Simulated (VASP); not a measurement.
Here is a VASP 6.6.1 calculation.

The input INCAR:

```
SYSTEM = Bi
  ALGO = Normal
  EDIFF = 1E-6
  ENCUT = 520
  GGA = PS
  ISIF = 2
  ISMEAR = -1
  LASPH = .True.
  LCHARG = .True.
  LELF = .True.
  LREAL = .False.
  LVHAR = .True.
  LWAVE = .False.
  NBANDS = 14
  NELM = 80
  PREC = Accurate
  SIGMA = 0.13605693000000002
```

File KPOINTS:

```
k-points
0
Gamma
  12 12 12
  0 0 0
```

File POSCAR:

```
Bi
1.0
   -1.9581947490      1.9581947490      1.9581947490
    1.9581947490     -1.9581947490      1.9581947490
    1.9581947490      1.9581947490     -1.9581947490
Bi
1
Direct
    0.0000000000      0.0000000000      0.0000000000
```

Potentials or basis: VASP PAW PBE potentials, release 64 (Bi_d).

The run is started by

```console
$ cat potpaw_PBE.64/Bi_d/POTCAR > POTCAR
$ mpirun -np 1 vasp_std > vasp.out
```

Question: Estimate the pressure.

Answer: -0.3 GPa.

Caveat: the PAW data sets were made with another functional, which shifts forces and pressure a little.
